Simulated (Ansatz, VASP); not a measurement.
BN in VASP and in Ansatz

The input INCAR:

```
PREC = Accurate ; ENCUT = 520
EDIFF = 1E-7 ; ISMEAR = -1
SIGMA = 0.02 ; LREAL = False
LASPH = True ; NELM = 60
ALGO = Normal ; ISIF = 2
LWAVE = False ; LCHARG = False
GGA = PE ; NBANDS = 11
```

Contents of KPOINTS:

```
Automatic mesh
0
Gamma
  12 12 12
```

File POSCAR:

```
BN
1.0
    0.0000000000      1.8083265034      1.7458259350
    1.8083265034      0.0000000000      1.7458259350
    1.8083265034      1.8083265034      0.0000000000
B N
1 1
Direct
    0.0000000000      0.0000000000      0.0000000000
    0.5000000000      0.5000000000      0.5000000000
```

Input for Ansatz:

```yaml
crystal:
  lattice:
    - [0.0, 1.8083265034, 1.745825935]
    - [1.8083265034, 0.0, 1.745825935]
    - [1.8083265034, 1.8083265034, 0.0]
  atoms:
    - { symbol: B, position: [0.0, 0.0, 0.0] }
    - { symbol: "N", position: [0.5, 0.5, 0.5] }
kpoints:
  mp_grid: { grid: [12, 12, 12] }
  band_path:
    path:
      - [0.0, 0.0, 0.0]
      - [0.5, 0.0, 0.5]
      - [0.625, 0.25, 0.625]
      - [0.375, 0.375, 0.75]
      - [0.5, 0.5, 0.5]
      - [0.5, 0.25, 0.75]
      - [0.0, 0.1666666667, -0.1666666667]
    npoints: 1
hamiltonian:
  xc: pbe
scf:
  occupations: { method: fermi_dirac, width: 0.02 }
  n_extra_bands: 4
output:
  forces: true
  stress: true
  eigenvalues: true
```

Change from the starting cell: biaxial_xy strain +3.6%.

Alike in both runs: task single point; functional PBE; k mesh 12 × 12 × 12; occupations fermi-dirac, width 0.02 eV; no spin polarisation.

|  | VASP | Ansatz |
| --- | --- | --- |
| version | VASP 6.6.1 | Ansatz 0.2.0 |
| potentials or method | VASP PAW PBE potentials, release 64 (B, N) | plane waves, PAW |
| plane-wave cutoff (eV) | 520 | 420 |
| valence electrons in the cell | 8 | 8 |

|  | VASP | Ansatz | Ansatz less VASP |
| --- | --- | --- | --- |
| pressure (GPa) | -19.9 | -19.7 | +0.17 |
| traceless stress, the component that is largest in VASP (GPa) | 2.62 | 2.58 | -0.040 |

With one functional, cell and mesh, what is left measures potentials, basis and numerics.
